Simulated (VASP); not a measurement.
A run of VASP 6.6.1 is set up as follows.

File INCAR:

```
SYSTEM = VO2
PREC = Accurate ; ENCUT = 600
EDIFF = 1E-6 ; ISMEAR = -1
SIGMA = 0.1 ; LREAL = .False.
LASPH = .True. ; NELM = 200
ALGO = Normal ; ISIF = 2
LWAVE = .False. ; LCHARG = .False.
ISPIN = 2 ; MAGMOM = 1 1 0 0 0 0
LORBIT = 11 ; LMAXMIX = 4
GGA = B5 ; ALDAX = 1.0
AGGAX = 1.0 ; AGGAC = 1.0
ALDAC = 0.0 ; NBANDS = 38
GGA_COMPAT = .False.
```

File KPOINTS:

```
regular mesh
0
Gamma
  5 5 7
  0 0 0
```

Contents of POSCAR:

```
VO2
1.0
    4.5300000000      0.0000000000      0.0000000000
    0.0000000000      4.5300000000      0.0000000000
    0.0000000000      0.0000000000      2.8690000000
V O
2 4
Direct
    0.0000000000      0.0000000000      0.0000000000
    0.5000000000      0.5000000000      0.5000000000
    0.3050000000      0.3050000000      0.0000000000
    0.1950000000      0.8050000000      0.5000000000
    0.6950000000      0.6950000000      0.0000000000
    0.8050000000      0.1950000000      0.5000000000
```

Potentials or basis: VASP PAW PBE potentials, release 64 (V_sv, O).

Launch:

```sh
$ cat potpaw_PBE.64/V_sv/POTCAR potpaw_PBE.64/O/POTCAR > POTCAR
$ mpirun -np 1 vasp_std > vasp.out
```

Q: Estimate the largest force.

A: 0.648 eV/Å.

Q: What does it give for the net moment?

A: 1.97 μB per cell.

Q: Estimate the band gap on the k mesh.

A: Zero (filled and empty bands overlap).

Q: Estimate the site moments.

A: V +1.02; O -0.04 μB.

Forces on the atoms (eV/Å):
```
V    0.000  0.000  0.000
V    0.000  0.000  0.000
O   -0.458 -0.458  0.000
O    0.458 -0.458  0.000
O    0.458  0.458  0.000
O   -0.458  0.458  0.000
```

Caveat: the PAW data sets were made with another functional, which shifts forces and pressure a little; semilocal functionals often make such compounds metallic where correlation or magnetic order opens a gap, which also shifts bond lengths. With open d or f shells a metallic result of BLYP can be an artefact of self-interaction; +U or a hybrid may open a gap.
